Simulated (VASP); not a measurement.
Input of a VASP 6.6.1 run:

File INCAR:

```
PREC = Accurate
ENCUT = 520
EDIFF = 1E-7
ISMEAR = 0
SIGMA = 0.05
LREAL = False
LASPH = True
NELM = 100
ALGO = Normal
ISIF = 2
LWAVE = False
LCHARG = False
GGA = CA
NBANDS = 15
```

KPOINTS

```
regular mesh
0
Gamma
  8 8 8
```

POSCAR

```
KF
1.0
    0.0000000000      2.5817196783      2.1944617266
    2.4913594896      0.0000000000      2.1944617266
    2.4913594896      2.5817196783      0.0000000000
K F
1 1
Direct
    0.0000000000      0.0000000000      0.0000000000
    0.5000000000      0.5000000000      0.5000000000
```

Potentials or basis: VASP PAW LDA potentials, release 64 (K_sv, F).

Run with:

```bash
$ cat potpaw_LDA.64/K_sv/POTCAR potpaw_LDA.64/F/POTCAR > POTCAR
$ mpirun -np 1 vasp_std > vasp.out
```

(1) What does it give for the pressure?

(2) Estimate the band gap on the k mesh.

Results:

(1) 20.6 GPa.

(2) 6.34 eV (least direct gap 6.56 eV).

Caveat: the cell differs from its parent crystal (normal strain along x -0.0350, normal strain along z -0.1500); the stress differs along the axes, from 5 to 47 GPa.
